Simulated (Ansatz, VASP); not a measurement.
## ZrO2 in VASP and in Ansatz

```xyz
6
Lattice="3.5961 0.0000 0.0000 0.0000 3.5961 0.0000 0.0000 0.0000 5.1770" Properties=species:S:1:pos:R:3 pbc="T T T"
Zr    0.0000    0.0000    0.0000
Zr    1.7980    1.7980    2.5885
O     0.0000    1.7980    1.0509
O     0.0000    1.7980    3.6394
O     1.7980    0.0000    1.5376
O     1.7980    0.0000    4.1261
```

Alike in both runs: task electric field gradients; functional PBE; k mesh 8 × 8 × 6; occupations fermi-dirac, width 0.02 eV; no spin polarisation.

|  | VASP | Ansatz |
| --- | --- | --- |
| version | VASP 6.6.1 | Ansatz 0.2.0 |
| potentials or method | VASP PAW PBE potentials, release 64 (Zr_sv, O) | plane-wave PAW, scalar-relativistic |
| plane-wave cutoff (eV) | 520 | 420 |
| valence electrons in the cell | 48 | 48 |

VASP gave:

- gap on the k mesh at the Fermi level (eV): 4.01
- pressure (GPa): 5.6
- traceless stress, the component that is largest in VASP (GPa): 0.57
- rms of the force components (eV/Å): 0.012
- size of Vzz on the site where it differs most (V/Å²): 9.7

Task: Estimate Ansatz's values.

Result: gap on the k mesh at the Fermi level (eV): 4.02; pressure (GPa): 5.3; traceless stress, the component that is largest in VASP (GPa): 0.63; rms of the force components (eV/Å): 0.019; size of Vzz on the site where it differs most (V/Å²): 8.9.

Atom by atom the forces differ by 0.008 eV/Å (rms over components).
